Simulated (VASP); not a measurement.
Set up this calculation in VASP 6.6.1, as the native input.

* Task: single point
* Functional: PBE
* Potentials or basis: VASP PAW PBE potentials, release 64 (Re)
* Cutoff: 520 eV
* k mesh: 14 × 14 × 14
* Occupations: fermi-dirac, width 0.05 eV
* Spin: no spin polarisation
* Dipole correction: no
* Further INCAR settings: ALGO = Normal; EDIFF = 1e-07; NBANDS = 10

The structure of Re lies in POSCAR:

```
Re
1.0
    0.0296250000      1.9898125000      1.9898125000
    1.9898125000      0.0296250000      1.9898125000
    1.9898125000      1.9898125000      0.0296250000
Re
1
Direct
    0.0000000000      0.0000000000      0.0000000000
```

This cell differs from its parent crystal: equal xy, yz and zx shear strains of +1.5 %.

One way to write it, as run:

INCAR

```
SYSTEM = Re
PREC = Accurate
ENCUT = 520
EDIFF = 1E-7
ISMEAR = -1
SIGMA = 0.05
LREAL = .False.
LASPH = .True.
NELM = 60
ALGO = Normal
ISIF = 2
LWAVE = .False.
LCHARG = .False.
GGA = PE
NBANDS = 10
```

KPOINTS

```
Automatic mesh
0
Gamma
  14 14 14
  0 0 0
```

Potentials or basis: VASP PAW PBE potentials, release 64 (Re).

Command:

```bash
$ cat potpaw_PBE.64/Re/POTCAR > POTCAR
$ mpirun -np 1 vasp_std > vasp.out
```

It gave:

| Quantity | Value |
| --- | --- |
| Pressure | -9.5 GPa |

Caveat: the cell differs from its parent crystal (equal xy, yz and zx shear strains of +1.5 %).

Wall time 70 s on 1 thread of AMD EPYC 7R43 64-Core Processor (Zen 3), on a shared host, peak memory 0.14 GiB.
